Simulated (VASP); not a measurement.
# WS2 (R3m) in VASP: a series of runs, part 2 of 3

VASP 6.6.1. The steps go on from the part before.

### 3 Electric field gradients, LDA (volume scaled by 0.94)

Input file INCAR:

```
SYSTEM = WS2
PREC = Accurate ; ENCUT = 520
EDIFF = 1E-8 ; ISMEAR = -1
SIGMA = 0.08 ; LREAL = .FALSE.
LASPH = .TRUE. ; NELM = 80
ALGO = Normal ; ISIF = 2
LWAVE = .FALSE. ; LCHARG = .FALSE.
LEFG = .TRUE. ; NBANDS = 20
```

Input file KPOINTS:

```
Automatic mesh
0
G
  13 13 13
  0 0 0
```

Input file POSCAR:

```
WS2
1.0
    1.5467668421      0.8930262526      6.0375124514
   -1.5467668421      0.8930262526      6.0375124514
    0.0000000000     -1.7860525053      6.0375124514
W S
1 2
Direct
    0.0000000000      0.0000000000      0.0000000000
    0.7503000000      0.7503000000      0.7503000000
    0.5810000000      0.5810000000      0.5810000000
```

Potentials or basis: VASP PAW LDA potentials, release 64 (W_sv, S).

Started as:

```sh
$ cat potpaw_LDA.64/W_sv/POTCAR potpaw_LDA.64/S/POTCAR > POTCAR
$ mpirun -np 1 vasp_std > vasp.out
```

OUTCAR:

```text
SYSTEM = WS2
   PREC = Accurate
   ENCUT = 520
   EDIFF = 1E-8
   ISMEAR = -1
   LREAL = .FALSE.
   LASPH = .TRUE.
   NELM = 80
   ISIF = 2

 ion  position               nearest neighbor table
   1  0.000  0.000  0.000-   2 2.34   2 2.34   2 2.34   3 2.37   3 2.37   3 2.37
   2  0.750  0.750  0.750-   1 2.34   1 2.34   1 2.34
   3  0.581  0.581  0.581-   1 2.37   1 2.37   1 2.37

  LATTYP: Found a trigonal (rhomboedric) cell.
 ALAT       =     6.2961528057
 COS(alpha) =     0.8792939096

  Lattice vectors:

 A1 = (   1.5467668421,   0.8930262526,   6.0375124514)
 A2 = (  -1.5467668421,   0.8930262526,   6.0375124514)
 A3 = (   0.0000000000,  -1.7860525053,   6.0375124514)

Analysis of symmetry for initial positions (statically):
=====================================================================
 Subroutine PRICEL returns:
 Original cell was already a primitive cell.

 Routine SETGRP: Setting up the symmetry group for a
 trigonal (rhombohedral) supercell.

 Subroutine GETGRP returns: Found  6 space group operations
 (whereof  6 operations were pure point group operations)
 out of a pool of 12 trial point group operations.

The static configuration has the point symmetry C_3v.

Analysis of symmetry for dynamics (positions and initial velocities):
=====================================================================
 Subroutine PRICEL returns:
 Original cell was already a primitive cell.

 Routine SETGRP: Setting up the symmetry group for a
 trigonal (rhombohedral) supercell.

 Subroutine GETGRP returns: Found  6 space group operations
 (whereof  6 operations were pure point group operations)
 out of a pool of 12 trial point group operations.

The dynamic configuration has the point symmetry C_3v.

 Subroutine INISYM returns: Found  6 space group operations
 (whereof  6 operations are pure point group operations),
 and found     1 'primitive' translations

----------------------------------------------------------------------------------------

                                     Primitive cell

  volume of cell :      50.0378

  direct lattice vectors                    reciprocal lattice vectors
     1.546766842  0.893026253  6.037512451     0.323254925  0.186631318  0.055210376
    -1.546766842  0.893026253  6.037512451    -0.323254925  0.186631318  0.055210376
     0.000000000 -1.786052505  6.037512451     0.000000000 -0.373262636  0.055210376

  length of vectors
     6.296152806  6.296152806  6.296152806     0.377323709  0.377323709  0.377323709

  position of ions in fractional coordinates (direct lattice)
     0.000000000  0.000000000  0.000000000
     0.750300000  0.750300000  0.750300000
     0.581000000  0.581000000  0.581000000

  ion indices of the primitive-cell ions
   primitive index   ion index
                 1           1
                 2           2
                 3           3

----------------------------------------------------------------------------------------

[... 72 lines left out ...]
   NSW    =      0    number of steps for IOM
   IBRION =     -1    ionic relax: 0-MD 1-quasi-New 2-CG
   NFREE  =      0    steps in history (QN), initial steepest desc. (CG)
   ISIF   =      2    stress and relaxation
   ISYM   =      2    0-nonsym 1-usesym 2-fastsym
   POTIM  = 0.5000    time-step for ionic-motion
   TEBEG  =    0.0;   TEEND  =   0.0 temperature during run
   PSTRESS=    0.0 pullay stress
   NELECT =      26.0000    total number of electrons
   NUPDOWN=      -1.0000    fix difference up-down
   EMIN   =  10.00;   EMAX   =-10.00  energy-range for DOS
   EFERMI =   0.00;   METHOD = LEGACY
   ISMEAR =    -1;   SIGMA  =   0.08  broadening in eV -4-tet -1-fermi 0-gaus
   EFERMI_NEDOS =   21; number of points for ismear=-14 and -15
   IALGO  =     38    algorithm
   IMIX   =      4    mixing-type and parameters
     AMIX     =   0.40;   BMIX     =  1.00
     AMIX_MAG =   1.60;   BMIX_MAG =  1.00
  volume/ion in A,a.u.               =      16.68       112.56
  Fermi-wavevector in a.u.,A,eV,Ry     =   1.316133  2.487131 23.568099  1.732206
  Thomas-Fermi vector in A             =   2.446267
   LORBIT       =      0    0 simple, 1 ext, 2 COOP (PROOUT), +10 PAW based schemes
   GGA     = CA    functional components
   LHFCALC =     F    Hartree Fock is set to
   AEXX    =    0.0000 exact exchange contribution
   IVDW    =     0    specifies the selected vdW correction
   LEPSILON=     F    determine dielectric tensor
   LRPA    =     F    only Hartree local field effects (RPA)
 non-spin polarized calculation
  energy-cutoff  :      520.00
  volume of cell :       50.04
 maximum number of plane-waves:      1361
   NGX = 23   NGY = 23   NGZ = 23

 number of electron      25.9999998 magnetization

 Free energy of the ion-electron system (eV)
  ---------------------------------------------------
  ext. energy  EPLUGINS =         0.00000000
  ---------------------------------------------------
  free energy    TOTEN  =       -26.19630657 eV

  energy without entropy =      -26.19626306  energy(sigma->0) =      -26.19628481

 E-fermi :   8.6050     XC(G=0): -11.5344

 val. band max:        8.2195834999   @ k =   0.4615   0.4615   0.4615
 cond. band min:       9.1741788157   @ k =  -0.1538   0.1538   0.0000
 fundamental gap:      0.9545953159
 Fermi energy:         8.6050310425

 k-point     1 :       0.0000    0.0000    0.0000
  band No.  band energies     occupation
      1     -65.9409      2.00000
      2     -30.5589      2.00000
      3     -30.2995      2.00000
      4     -30.2995      2.00000
      5      -7.8981      2.00000
      6      -5.6293      2.00000
[... 541 lines left out ...]
     19      16.0038      0.00000
     20      16.6645      0.00000

 [... further k-points ...]
[... 5 lines left out ...]
  --------------------------------------------------------------------------------------
  -------------------------------------------------------------------------------------
  Total        2.4299327      2.4299327      2.9007767      0.0000000     -0.0000000      0.0000000
  in kB       77.8048110     77.8048110     92.8809201      0.0000000     -0.0000000      0.0000000
  external PRESSURE =      82.8301807 kB  Pullay stress =       0.0000000 kB

 VOLUME and BASIS-vectors are now :
 -----------------------------------------------------------------------------
  energy-cutoff  :      520.00
  volume of cell :       50.04
      direct lattice vectors                 reciprocal lattice vectors
     1.546766842  0.893026253  6.037512451     0.323254925  0.186631318  0.055210376
    -1.546766842  0.893026253  6.037512451    -0.323254925  0.186631318  0.055210376
     0.000000000 -1.786052505  6.037512451     0.000000000 -0.373262636  0.055210376

 POSITION                                       TOTAL-FORCE (eV/Angst)
 -----------------------------------------------------------------------------------
      0.00000      0.00000      0.00000         0.000000      0.000000     -0.677972
      0.00000     -0.00000     13.58984         0.000000     -0.000000      1.293255
      0.00000     -0.00000     10.52338         0.000000      0.000000     -0.615283
 -----------------------------------------------------------------------------------
    total drift:                                0.000000      0.000000      0.000065

  FREE ENERGIE OF THE ION-ELECTRON SYSTEM (eV)
  ---------------------------------------------------
  free  energy   TOTEN  =       -26.1963065722 eV

  energy  without entropy=      -26.1962630551  energy(sigma->0) =      -26.19628481

 Electric field gradients (V/A^2)
---------------------------------------------------------------------
 ion       V_xx      V_yy      V_zz      V_xy      V_xz      V_yz
---------------------------------------------------------------------
   1      86.110    86.110  -172.219    -0.000     0.000     0.000
   2      27.295    27.295   -54.590     0.000     0.000     0.000
   3      23.289    23.289   -46.578    -0.000     0.000     0.000
---------------------------------------------------------------------

 Electric field gradients after diagonalization (V/A^2)
 (convention: |V_zz| > |V_xx| > |V_yy|)
----------------------------------------------------------------------
 ion       V_xx      V_yy      V_zz     asymmetry (V_yy - V_xx)/ V_zz
----------------------------------------------------------------------
   1      86.110    86.110  -172.219       0.000
   2      27.295    27.295   -54.590       0.000
   3      23.289    23.289   -46.578       0.000
----------------------------------------------------------------------

           NMR quadrupolar parameters

 Cq : quadrupolar parameter    Cq=e*Q*V_zz/h
 eta: asymmetry parameters     (V_yy - V_xx)/ V_zz
 Q  : nuclear electric quadrupole moment in mb (millibarn)
----------------------------------------------------------------------
 ion       Cq(MHz)       eta       Q (mb)
----------------------------------------------------------------------
   1      -0.416       0.000       1.000
   2      -0.132       0.000       1.000
   3      -0.113       0.000       1.000
----------------------------------------------------------------------
```

OSZICAR:

```text
N       E                     dE             d eps       ncg     rms          rms(c)
DAV:   1     0.198966806829E+03    0.19897E+03   -0.13035E+04  9240   0.130E+03
DAV:   2    -0.171323909558E+02   -0.21610E+03   -0.20897E+03 10676   0.349E+02
DAV:   3    -0.273022141084E+02   -0.10170E+02   -0.10067E+02 11700   0.710E+01
DAV:   4    -0.274421565458E+02   -0.13994E+00   -0.13984E+00 11096   0.898E+00
DAV:   5    -0.274444486053E+02   -0.22921E-02   -0.22919E-02 11428   0.121E+00    0.311E+01
DAV:   6    -0.263770563992E+02    0.10674E+01   -0.45717E+00 10412   0.151E+01    0.128E+01
DAV:   7    -0.262459999608E+02    0.13106E+00   -0.10864E+00  9708   0.603E+00    0.571E+00
DAV:   8    -0.261988848248E+02    0.47115E-01   -0.23765E-01 10668   0.324E+00    0.129E+00
DAV:   9    -0.261966369547E+02    0.22479E-02   -0.12639E-02 11532   0.773E-01    0.536E-01
DAV:  10    -0.261963367147E+02    0.30024E-03   -0.37856E-03 10648   0.415E-01    0.626E-02
DAV:  11    -0.261963069349E+02    0.29780E-04   -0.31545E-04 10492   0.122E-01    0.584E-02
DAV:  12    -0.261963064968E+02    0.43817E-06   -0.40818E-05 11040   0.496E-02    0.103E-02
DAV:  13    -0.261963065743E+02   -0.77494E-07   -0.37107E-06 10740   0.146E-02    0.376E-03
DAV:  14    -0.261963065578E+02    0.16486E-07   -0.39375E-07 10884   0.413E-03    0.144E-03
DAV:  15    -0.261963065718E+02   -0.14043E-07   -0.36583E-08 10044   0.141E-03    0.344E-04
DAV:  16    -0.261963065722E+02   -0.35061E-09   -0.43378E-09  5968   0.471E-04
   1 F= -.26196307E+02 E0= -.26196285E+02  d E =-.435171E-04
```

stdout:

```text
POSCAR found type information on POSCAR W S
 POSCAR found :  2 types and       3 ions
 scaLAPACK will be used
 LDA part: xc-table for (Slater(with rela. corr.)+CA(PZ))
 , standard interpolation
 POSCAR, INCAR and KPOINTS ok, starting setup
 FFT: planning ... GRIDC
 FFT: planning ... GRID_SOFT
 FFT: planning ... GRID
 WAVECAR not read
 entering main loop
ion   1

ion   2

ion   3
```

Run time: 11 min. Hardware: 1 thread of Intel Xeon 6975P-C, shared host; peak memory 0.41 GiB.

Results:

```
Free energy            : -26.1963 eV
Pressure               : 8.3 GPa
Largest force          : 1.293 eV/Å
Band gap on the k mesh : 0.95 eV, indirect (least direct gap 2.27 eV)
```

Forces in eV/Å, atoms in the order of the input:
```
W    0.000  0.000 -0.678
S    0.000  0.000  1.293
S    0.000  0.000 -0.615
```

Stress tensor (GPa, compression positive):
```
7.78 0.00 0.00
0.00 7.78 0.00
0.00 0.00 9.29
```

Electric field gradients, principal values (V/Å²):
| atom | least | middle | greatest (by size) |
| --- | --- | --- | --- |
| 1 W | 86.110 | 86.110 | -172.219 |
| 2 S | 27.295 | 27.295 | -54.590 |
| 3 S | 23.289 | 23.289 | -46.578 |

Caveat: without QUAD_EFG the Cq values of the log hold for a quadrupole moment of 1 mb, not for the nuclei; spin-orbit coupling is left out, which moves the levels of the heavy elements; forces of over 1 eV/Å act on the atoms, so gaps and moduli don't describe the material at rest. A k mesh can miss the band edges.

### 4 Electric field gradients, LDA (volume scaled by 0.98)

Input file INCAR:

```
SYSTEM = WS2
ALGO = Normal ; EDIFF = 1E-8
ENCUT = 520 ; GGA = CA
ISIF = 2 ; ISMEAR = -1
LASPH = .TRUE. ; LCHARG = .FALSE.
LEFG = .TRUE. ; LREAL = .FALSE.
LWAVE = .FALSE. ; NBANDS = 20
NELM = 80 ; PREC = Accurate
SIGMA = 0.08
```

Input file KPOINTS:

```
k-points
0
G
  13 13 13
  0 0 0
```

Input file POSCAR:

```
WS2
1.0
    1.5684027470      0.9055177481      6.1219641228
   -1.5684027470      0.9055177481      6.1219641228
    0.0000000000     -1.8110354963      6.1219641228
W S
1 2
Direct
    0.0000000000      0.0000000000      0.0000000000
    0.7503000000      0.7503000000      0.7503000000
    0.5810000000      0.5810000000      0.5810000000
```

Potentials or basis: VASP PAW LDA potentials, release 64 (W_sv, S).

Started as:

```sh
$ cat potpaw_LDA.64/W_sv/POTCAR potpaw_LDA.64/S/POTCAR > POTCAR
$ mpirun -np 1 vasp_std > vasp.out
```

OUTCAR:

```text
SYSTEM = WS2
   EDIFF = 1E-8
   ENCUT = 520
   GGA = CA
   ISIF = 2
   ISMEAR = -1
   LASPH = .TRUE.
   LREAL = .FALSE.
   NELM = 80
   PREC = Accurate

 ion  position               nearest neighbor table
   1  0.000  0.000  0.000-   2 2.37   2 2.37   2 2.37   3 2.40   3 2.40   3 2.40
   2  0.750  0.750  0.750-   1 2.37   1 2.37   1 2.37
   3  0.581  0.581  0.581-   1 2.40   1 2.40   1 2.40

[... 775 lines left out ...]
  free  energy   TOTEN  =       -26.2515461988 eV

  energy  without entropy=      -26.2515078116  energy(sigma->0) =      -26.25152701

 Electric field gradients (V/A^2)
---------------------------------------------------------------------
 ion       V_xx      V_yy      V_zz      V_xy      V_xz      V_yz
---------------------------------------------------------------------
   1      81.590    81.590  -163.181     0.000     0.000     0.000
   2      25.723    25.723   -51.447     0.000    -0.000     0.000
   3      21.795    21.795   -43.591    -0.000     0.000     0.000
---------------------------------------------------------------------

 Electric field gradients after diagonalization (V/A^2)
 (convention: |V_zz| > |V_xx| > |V_yy|)
----------------------------------------------------------------------
 ion       V_xx      V_yy      V_zz     asymmetry (V_yy - V_xx)/ V_zz
----------------------------------------------------------------------
   1      81.590    81.590  -163.181       0.000
   2      25.723    25.723   -51.447       0.000
   3      21.795    21.795   -43.591       0.000
----------------------------------------------------------------------

           NMR quadrupolar parameters

 Cq : quadrupolar parameter    Cq=e*Q*V_zz/h
 eta: asymmetry parameters     (V_yy - V_xx)/ V_zz
 Q  : nuclear electric quadrupole moment in mb (millibarn)
----------------------------------------------------------------------
 ion       Cq(MHz)       eta       Q (mb)
----------------------------------------------------------------------
   1      -0.395       0.000       1.000
   2      -0.124       0.000       1.000
   3      -0.105       0.000       1.000
----------------------------------------------------------------------
```

OSZICAR:

```text
N       E                     dE             d eps       ncg     rms          rms(c)
DAV:   1     0.197396588438E+03    0.19740E+03   -0.13007E+04  9248   0.130E+03
DAV:   2    -0.173215195292E+02   -0.21472E+03   -0.20747E+03 10836   0.345E+02
DAV:   3    -0.274270588212E+02   -0.10106E+02   -0.99981E+01 11760   0.704E+01
DAV:   4    -0.275673362191E+02   -0.14028E+00   -0.14018E+00 11088   0.891E+00
DAV:   5    -0.275697170343E+02   -0.23808E-02   -0.23807E-02 11556   0.122E+00    0.285E+01
DAV:   6    -0.264491980670E+02    0.11205E+01   -0.54591E+00 10276   0.159E+01    0.115E+01
DAV:   7    -0.263109625983E+02    0.13824E+00   -0.13148E+00  9708   0.657E+00    0.567E+00
DAV:   8    -0.262537285609E+02    0.57234E-01   -0.26769E-01 10680   0.340E+00    0.119E+00
DAV:   9    -0.262519254922E+02    0.18031E-02   -0.12571E-02 11492   0.769E-01    0.492E-01
DAV:  10    -0.262515762696E+02    0.34922E-03   -0.36223E-03 10808   0.414E-01    0.689E-02
DAV:  11    -0.262515481250E+02    0.28145E-04   -0.40574E-04 10464   0.133E-01    0.587E-02
DAV:  12    -0.262515455765E+02    0.25485E-05   -0.43425E-05 10848   0.513E-02    0.127E-02
DAV:  13    -0.262515462044E+02   -0.62788E-06   -0.31610E-06 10652   0.133E-02    0.563E-03
DAV:  14    -0.262515461875E+02    0.16857E-07   -0.52205E-07 11404   0.440E-03    0.150E-03
DAV:  15    -0.262515462002E+02   -0.12707E-07   -0.43373E-08 10556   0.154E-03    0.110E-03
DAV:  16    -0.262515461988E+02    0.14716E-08   -0.69216E-09  6036   0.562E-04
   1 F= -.26251546E+02 E0= -.26251527E+02  d E =-.383872E-04
```

stdout:

```text
POSCAR found type information on POSCAR W S
 POSCAR found :  2 types and       3 ions
 scaLAPACK will be used
 LDA part: xc-table for (Slater(with rela. corr.)+CA(PZ))
 , standard interpolation
 POSCAR, INCAR and KPOINTS ok, starting setup
 FFT: planning ... GRIDC
 FFT: planning ... GRID_SOFT
 FFT: planning ... GRID
 WAVECAR not read
 entering main loop
ion   1

ion   2

ion   3
```

Run time: 13 min. Hardware: 1 thread of Intel Xeon 6975P-C, shared host; peak memory 0.42 GiB.

Results:

```yaml
Free_energy: -26.2515 eV
Pressure: 0.2 GPa
Largest_force: 0.616 eV/Å
Band_gap_on_the_k_mesh: 0.99 eV, indirect (least direct gap 2.15 eV)
```

Forces in eV/Å, atoms in the order of the input:
```
W    0.000  0.000 -0.616
S    0.000  0.000  0.445
S    0.000  0.000  0.171
```

Stress tensor (GPa, compression positive):
```
-0.10  0.00  0.00
 0.00 -0.10  0.00
 0.00  0.00  0.70
```

Electric field gradients, principal values (V/Å²):
```csv
atom,least,middle,greatest (by size)
1 W,81.590,81.590,-163.181
2 S,25.723,25.723,-51.447
3 S,21.795,21.795,-43.591
```

Caveat: without QUAD_EFG the Cq values of the log hold for a quadrupole moment of 1 mb, not for the nuclei; spin-orbit coupling is left out, which moves the levels of the heavy elements. A k mesh can miss the band edges.

(Part 2 of 3 ends here.)
